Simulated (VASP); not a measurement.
# MgS (F-43m) in VASP: single point with PBEsol

Aim: the single point of MgS with PBEsol.

Everything below comes from runs of VASP 6.6.1. Logs are shortened: lines on timing, memory, paths and dates and some standing lists are left out, and cuts for length are marked.

**1. The cell of the first run**

It takes space group F-43m (No. 216, cubic). The conventional cell has a = 5.652 Å, b = 5.652 Å, c = 5.652 Å, α = 90.00°, β = 90.00°, γ = 90.00°. Within 3.2 Å of Mg (site symmetry -43m) lie 4 S at 2.45 Å. Within 3.2 Å of S (site symmetry -43m) lie 4 Mg at 2.45 Å.

**2. Single point, PBEsol**

Contents of INCAR:

```
ALGO = Normal
EDIFF = 1E-6
ENCUT = 600
GGA = PS
GGA_COMPAT = False
ISIF = 2
ISMEAR = 0
LASPH = True
LCHARG = False
LREAL = False
LWAVE = False
NBANDS = 11
NELM = 120
PREC = Accurate
SIGMA = 0.02
```

Contents of KPOINTS:

```
k-points
0
Gamma
  8 8 8
```

Contents of POSCAR:

```
MgS
1.0
    0.0000000000      2.8257734664      2.8257734664
    2.8257734664      0.0000000000      2.8257734664
    2.8257734664      2.8257734664      0.0000000000
Mg S
1 1
Direct
    0.0000000000      0.0000000000      0.0000000000
    0.2500000000      0.2500000000      0.2500000000
```

Potentials or basis: VASP PAW PBE potentials, release 64 (Mg, S).

Command:

```sh
$ cat potpaw_PBE.64/Mg/POTCAR potpaw_PBE.64/S/POTCAR > POTCAR
$ mpirun -np 1 vasp_std > vasp.out
```

OUTCAR:

```text
EDIFF = 1E-6
   ENCUT = 600
   GGA = PS
   ISIF = 2
   ISMEAR = 0
   LASPH = True
   LREAL = False
   NELM = 120
   PREC = Accurate

 ion  position               nearest neighbor table
   1  0.000  0.000  0.000-   2 2.45   2 2.45   2 2.45   2 2.45
   2  0.250  0.250  0.250-   1 2.45   1 2.45   1 2.45   1 2.45

  LATTYP: Found a face centered cubic cell.
 ALAT       =     5.6515469328

  Lattice vectors:

 A1 = (   0.0000000000,   2.8257734664,   2.8257734664)
 A2 = (   2.8257734664,   0.0000000000,   2.8257734664)
 A3 = (   2.8257734664,   2.8257734664,   0.0000000000)

Analysis of symmetry for initial positions (statically):
=====================================================================
 Subroutine PRICEL returns:
 Original cell was already a primitive cell.

 Routine SETGRP: Setting up the symmetry group for a
 face centered cubic supercell.

 Subroutine GETGRP returns: Found 24 space group operations
 (whereof 24 operations were pure point group operations)
 out of a pool of 48 trial point group operations.

The static configuration has the point symmetry T_d .

Analysis of symmetry for dynamics (positions and initial velocities):
=====================================================================
 Subroutine PRICEL returns:
 Original cell was already a primitive cell.

 Routine SETGRP: Setting up the symmetry group for a
 face centered cubic supercell.

 Subroutine GETGRP returns: Found 24 space group operations
 (whereof 24 operations were pure point group operations)
 out of a pool of 48 trial point group operations.

The dynamic configuration has the point symmetry T_d .

 Subroutine INISYM returns: Found 24 space group operations
 (whereof 24 operations are pure point group operations),
 and found     1 'primitive' translations

----------------------------------------------------------------------------------------

                                     Primitive cell

  volume of cell :      45.1276

  direct lattice vectors                    reciprocal lattice vectors
     0.000000000  2.825773466  2.825773466    -0.176942705  0.176942705  0.176942705
     2.825773466  0.000000000  2.825773466     0.176942705 -0.176942705  0.176942705
     2.825773466  2.825773466  0.000000000     0.176942705  0.176942705 -0.176942705

  length of vectors
     3.996247160  3.996247160  3.996247160     0.306473755  0.306473755  0.306473755

  position of ions in fractional coordinates (direct lattice)
     0.000000000  0.000000000  0.000000000
     0.250000000  0.250000000  0.250000000

  ion indices of the primitive-cell ions
   primitive index   ion index
                 1           1
                 2           2

----------------------------------------------------------------------------------------

 KPOINTS: k-points

Automatic generation of k-mesh.
 Grid dimensions read from file:
 generate k-points for:    8    8    8

 Generating k-lattice:

  Cartesian coordinates                     Fractional coordinates (reciprocal lattice)
    -0.022117838  0.022117838  0.022117838     0.125000000  0.000000000  0.000000000
     0.022117838 -0.022117838  0.022117838     0.000000000  0.125000000  0.000000000
     0.022117838  0.022117838 -0.022117838     0.000000000  0.000000000  0.125000000

  Length of vectors
     0.038309219  0.038309219  0.038309219

  Shift w.r.t. Gamma in fractional coordinates (k-lattice)
     0.000000000  0.000000000  0.000000000

 Subroutine IBZKPT returns following result:
 ===========================================

 Found     29 irreducible k-points:

 Following reciprocal coordinates:
            Coordinates               Weight
  0.000000  0.000000  0.000000      1.000000
  0.125000  0.000000  0.000000      8.000000
  0.250000  0.000000  0.000000      8.000000
  0.375000  0.000000  0.000000      8.000000
  0.500000  0.000000  0.000000      4.000000
  0.125000  0.125000  0.000000      6.000000
[... 16 lines left out ...]
  0.500000  0.250000  0.125000     48.000000
 -0.375000  0.250000  0.125000     24.000000
 [... further k-points ...]
   k-points           NKPTS =     29   k-points in BZ     NKDIM =     29   number of bands    NBANDS=     11
   number of dos      NEDOS =    301   number of ions     NIONS =      2
   total plane-waves  NPLWV =  32768
   dimension x,y,z NGX =    32 NGY =   32 NGZ =   32
   dimension x,y,z NGXF=    64 NGYF=   64 NGZF=   64
   ions per type =               1   1
   NGX,Y,Z   is equivalent  to a cutoff of  13.31, 13.31, 13.31 a.u.
   NGXF,Y,Z  is equivalent  to a cutoff of  26.62, 26.62, 26.62 a.u.
 SYSTEM =  unknown system
   PREC   = accura    normal or accurate (medium, high low for compatibility)
   ISTART =      0    job   : 0-new  1-cont  2-samecut
   ICHARG =      2    charge: 1-file 2-atom 10-const
   ISPIN  =      1    spin polarized calculation?
   LNONCOLLINEAR =      F non collinear calculations
   LSORBIT =      F    spin-orbit coupling
   LASPH  =      T    aspherical Exc in radial PAW
   ENCUT  =  600.0 eV  44.10 Ry    6.64 a.u.   7.98  7.98  7.98*2*pi/ulx,y,z
   NELM   =    120;   NELMIN=  2; NELMDL= -5     # of ELM steps
   EDIFF  = 0.1E-05   stopping-criterion for ELM
   LREAL  =      F    real-space projection
[... 7 lines left out ...]
   TEBEG  =    0.0;   TEEND  =   0.0 temperature during run
   PSTRESS=    0.0 pullay stress
   NELECT =       8.0000    total number of electrons
   NUPDOWN=      -1.0000    fix difference up-down
   EMIN   =  10.00;   EMAX   =-10.00  energy-range for DOS
   EFERMI =   0.00;   METHOD = LEGACY
   ISMEAR =     0;   SIGMA  =   0.02  broadening in eV -4-tet -1-fermi 0-gaus
   EFERMI_NEDOS =   21; number of points for ismear=-14 and -15
   IALGO  =     38    algorithm
   IMIX   =      4    mixing-type and parameters
     AMIX     =   0.40;   BMIX     =  1.00
     AMIX_MAG =   1.60;   BMIX_MAG =  1.00
  volume/ion in A,a.u.               =      22.56       152.27
  Fermi-wavevector in a.u.,A,eV,Ry     =   0.919653  1.737893 11.507294  0.845762
  Thomas-Fermi vector in A             =   2.044871
   LORBIT       =      0    0 simple, 1 ext, 2 COOP (PROOUT), +10 PAW based schemes
   GGA     = PS    functional components
   LHFCALC =     F    Hartree Fock is set to
   AEXX    =    0.0000 exact exchange contribution
   IVDW    =     0    specifies the selected vdW correction
   LEPSILON=     F    determine dielectric tensor
   LRPA    =     F    only Hartree local field effects (RPA)
 non-spin polarized calculation
 Gauss-broadening in eV      SIGMA  =   0.02
  energy-cutoff  :      600.00
  volume of cell :       45.13
 maximum number of plane-waves:      1540
   NGX = 15   NGY = 15   NGZ = 15

 number of electron       8.0000000 magnetization

 Free energy of the ion-electron system (eV)
  ---------------------------------------------------
  ext. energy  EPLUGINS =         0.00000000
  ---------------------------------------------------
  free energy    TOTEN  =        -8.91806681 eV

  energy without entropy =       -8.91806681  energy(sigma->0) =       -8.91806681

 E-fermi :   1.1638     XC(G=0):  -8.5979

 val. band max:        1.0352197444   @ k =   0.0000   0.0000   0.0000
 cond. band min:       4.3580578757   @ k =   0.0000   0.0000   0.0000
 fundamental gap:      3.3228381312
 Fermi energy:         1.1637711609

 k-point     1 :       0.0000    0.0000    0.0000
  band No.  band energies     occupation
      1     -10.2521      2.00000
      2       1.0352      2.00000
      3       1.0352      2.00000
      4       1.0352      2.00000
      5       4.3581      0.00000
      6       8.9219      0.00000
      7       8.9219      0.00000
      8       8.9219      0.00000
      9      11.8304      0.00000
     10      11.8304      0.00000
     11      14.6267      0.00000

 k-point     2 :       0.1250    0.0000    0.0000
  band No.  band energies     occupation
      1     -10.1624      2.00000
      2       0.3310      2.00000
      3       0.9810      2.00000
      4       0.9810      2.00000
      5       5.0347      0.00000
      6       8.7275      0.00000
      7       9.1008      0.00000
      8       9.1008      0.00000
      9      11.3485      0.00000
     10      11.3485      0.00000
     11      13.9771      0.00000

 k-point     3 :       0.2500    0.0000    0.0000
  band No.  band energies     occupation
      1      -9.9299      2.00000
      2      -0.8658      2.00000
      3       0.8586      2.00000
      4       0.8586      2.00000
      5       5.8982      0.00000
      6       8.7448      0.00000
      7       9.1278      0.00000
      8       9.1278      0.00000
      9      11.3989      0.00000
     10      11.3989      0.00000
     11      13.1151      0.00000

 k-point     4 :       0.3750    0.0000    0.0000
  band No.  band energies     occupation
      1      -9.6689      2.00000
      2      -1.8090      2.00000
      3       0.7466      2.00000
      4       0.7466      2.00000
      5       6.0792      0.00000
      6       8.7585      0.00000
      7       8.7585      0.00000
      8       9.2685      0.00000
      9      12.7169      0.00000
     10      12.7169      0.00000
     11      13.1431      0.00000

 k-point     5 :       0.5000    0.0000    0.0000
  band No.  band energies     occupation
      1      -9.5502      2.00000
      2      -2.1672      2.00000
      3       0.7029      2.00000
      4       0.7029      2.00000
      5       6.0501      0.00000
      6       8.5842      0.00000
      7       8.5842      0.00000
      8       9.4846      0.00000
      9      13.7853      0.00000
     10      14.2142      0.00000
     11      14.2142      0.00000
[... 211 lines left out ...]
 k-point    21 :       0.5000    0.5000    0.0000
  band No.  band energies     occupation
      1      -9.3240      2.00000
      2      -1.8321      2.00000
      3      -0.0201      2.00000
      4      -0.0201      2.00000
      5       4.7407      0.00000
      6       6.5876      0.00000
      7      12.1166      0.00000
      8      13.2401      0.00000
      9      13.2401      0.00000
     10      14.9474      0.00000
     11      14.9484      0.00000

 k-point    22 :       0.3750    0.2500    0.1250
  band No.  band energies     occupation
      1      -9.7497      2.00000
      2      -1.0730      2.00000
      3       0.1702      2.00000
      4       0.6501      2.00000
      5       6.6215      0.00000
      6       7.9196      0.00000
      7       8.5199      0.00000
      8      10.1823      0.00000
      9      10.6920      0.00000
     10      13.3832      0.00000
     11      15.3477      0.00000

 k-point    23 :       0.5000    0.2500    0.1250
  band No.  band energies     occupation
      1      -9.5330      2.00000
      2      -1.5838      2.00000
      3      -0.1871      2.00000
      4       0.4696      2.00000
      5       6.8902      0.00000
      6       7.7206      0.00000
      7       8.8605      0.00000
      8      10.0150      0.00000
      9      11.8352      0.00000
     10      14.4704      0.00000
     11      15.0563      0.00000

 k-point    24 :      -0.3750    0.2500    0.1250
  band No.  band energies     occupation
      1      -9.4365      2.00000
      2      -1.8048      2.00000
      3      -0.2933      2.00000
      4       0.3726      2.00000
      5       6.9672      0.00000
      6       7.4307      0.00000
      7       9.7156      0.00000
      8       9.8099      0.00000
      9      12.3739      0.00000
     10      13.7906      0.00000
     11      15.2124      0.00000

 [... further k-points ...]

------------------------ aborting loop because EDIFF is reached ----------------------------------------

  FORCE on cell =-STRESS in cart. coord.  units (eV):
  Direction    XX          YY          ZZ          XY          YZ          ZX
  --------------------------------------------------------------------------------------
  -------------------------------------------------------------------------------------
  Total       -0.0181504     -0.0181504     -0.0181504     -0.0000000      0.0000000      0.0000000
  in kB       -0.6443979     -0.6443979     -0.6443979     -0.0000000      0.0000000      0.0000000
  external PRESSURE =      -0.6443979 kB  Pullay stress =       0.0000000 kB

 VOLUME and BASIS-vectors are now :
 -----------------------------------------------------------------------------
  energy-cutoff  :      600.00
  volume of cell :       45.13
      direct lattice vectors                 reciprocal lattice vectors
     0.000000000  2.825773466  2.825773466    -0.176942705  0.176942705  0.176942705
     2.825773466  0.000000000  2.825773466     0.176942705 -0.176942705  0.176942705
     2.825773466  2.825773466  0.000000000     0.176942705  0.176942705 -0.176942705

 POSITION                                       TOTAL-FORCE (eV/Angst)
 -----------------------------------------------------------------------------------
      0.00000      0.00000      0.00000         0.000000     -0.000000      0.000000
      1.41289      1.41289      1.41289        -0.000000      0.000000     -0.000000
 -----------------------------------------------------------------------------------
    total drift:                               -0.000000     -0.000000     -0.000000

  FREE ENERGIE OF THE ION-ELECTRON SYSTEM (eV)
  ---------------------------------------------------
  free  energy   TOTEN  =        -8.9180668116 eV

  energy  without entropy=       -8.9180668116  energy(sigma->0) =       -8.91806681
```

Wall time 21 s (1 thread of Intel Xeon 8259CL, shared host); peak memory 0.18 GiB.

What came out:

```
Free energy            : -8.9181 eV
Pressure               : -0.1 GPa
Band gap on the k mesh : 3.32 eV
```

Levels at points of the mesh, in eV from the valence-band top:
| k point | band 1 | band 2 | band 3 | band 4 | band 5 | band 6 | band 7 | band 8 |
| --- | --- | --- | --- | --- | --- | --- | --- | --- |
| (0.00, 0.00, 0.00) | -11.29 | 0.00 | 0.00 | 0.00 | 3.32 | 7.89 | 7.89 | 7.89 |
| (0.50, 0.00, 0.00) | -10.59 | -3.20 | -0.33 | -0.33 | 5.01 | 7.55 | 7.55 | 8.45 |
| (0.50, 0.50, 0.00) | -10.36 | -2.87 | -1.06 | -1.06 | 3.71 | 5.55 | 11.08 | 12.20 |

Caveat: the PAW data sets were made with another functional, which shifts forces and pressure a little. A k mesh can miss the band edges.
